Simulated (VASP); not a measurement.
Write the native input for VASP 6.6.1 that does the following.

```
Task                   : single point
Functional             : PBE
Potentials or basis    : VASP PAW PBE potentials, release 64 (Co)
Cutoff                 : 520 eV
k mesh                 : 13 × 13 × 13
Occupations            : fermi-dirac, width 0.05 eV
Spin                   : collinear spin, ferromagnetic start
Starting moments       : [2.0] μB
Dipole correction      : no
Further INCAR settings : ALGO = Normal; EDIFF = 1e-06; NBANDS = 14
```

The structure of Co lies in POSCAR:

```
Co
1.0
   -1.4207736952      1.4207736952      1.4207736952
    1.4207736952     -1.4207736952      1.4207736952
    1.4207736952      1.4207736952     -1.4207736952
Co
1
Direct
    0.0000000000      0.0000000000      0.0000000000
```

This isn't the form of Co at room conditions, which is hcp.

These files were run (other wordings do the same):

INCAR

```
SYSTEM = Co
PREC = Accurate
ENCUT = 520
EDIFF = 1E-6
ISMEAR = -1
SIGMA = 0.05
LREAL = .False.
LASPH = .True.
NELM = 150
ALGO = Normal
ISIF = 2
LWAVE = .False.
LCHARG = .False.
ISPIN = 2
MAGMOM = 2
LORBIT = 11
LMAXMIX = 4
GGA = PE
NBANDS = 14
```

KPOINTS

```
Automatic mesh
0
Gamma
  13 13 13
  0 0 0
```

Potentials or basis: VASP PAW PBE potentials, release 64 (Co).

Launch:

```sh
$ cat potpaw_PBE.64/Co/POTCAR > POTCAR
$ mpirun -np 1 vasp_std > vasp.out
```

It gave:

```yaml
Pressure: -7.4 GPa
Net_moment: 1.72 μB per cell
Site_moments: Co +1.75 μB
Valence_electrons_inside_the_program's_atomic_spheres: Co 8.16
```

Caveat: the cell stands under tension.

It took 16 s on 1 thread of Intel(R) Xeon(R) Platinum 8559C (Emerald Rapids), with other jobs on the host, peak memory 0.13 GiB.
